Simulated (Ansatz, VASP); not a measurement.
# Two plane-wave programs on BaTe

```
Ba Te
1.0
     6.00144    0.00000    0.00000
     0.00000    6.00144    0.00000
     0.00000    0.00000    4.24363
Ba Te
2 2
Cartesian
  3.0007 0.0000 2.1216
  0.0000 3.0007 2.1220
  0.0000 0.0000 0.0000
  3.0007 3.0007 0.0000
```

Alike in both runs: task single point; functional LDA; k mesh 6 × 6 × 8; occupations gaussian, width 0.05 eV; no spin polarisation.

```csv
,VASP,Ansatz
version,VASP 6.6.1,Ansatz 0.2.0
potentials or method,"VASP PAW LDA potentials, release 64 (Ba_sv, Te), cutoff 520 eV","scalar-relativistic, plane waves, PAW"
valence electrons in the cell,32,52
```

Ansatz gave:

| Quantity | Value |
| --- | --- |
| gap on the k mesh at the Fermi level (eV) | 0.75 |
| least direct gap on the mesh (eV) | 0.75 |
| pressure (GPa) | -3.0 |

Problem. Estimate VASP's values.

Solution. gap on the k mesh at the Fermi level (eV): 0.64; least direct gap on the mesh (eV): 0.64; pressure (GPa): -2.5.

LDA's correlation is that of Perdew and Zunger in VASP and of Perdew and Wang (1992) in Ansatz. VASP's potentials hold 32 valence electrons a cell and Ansatz's 52, so a difference there can come from the potentials and not from the codes.

Neither program's run includes spin-orbit coupling.
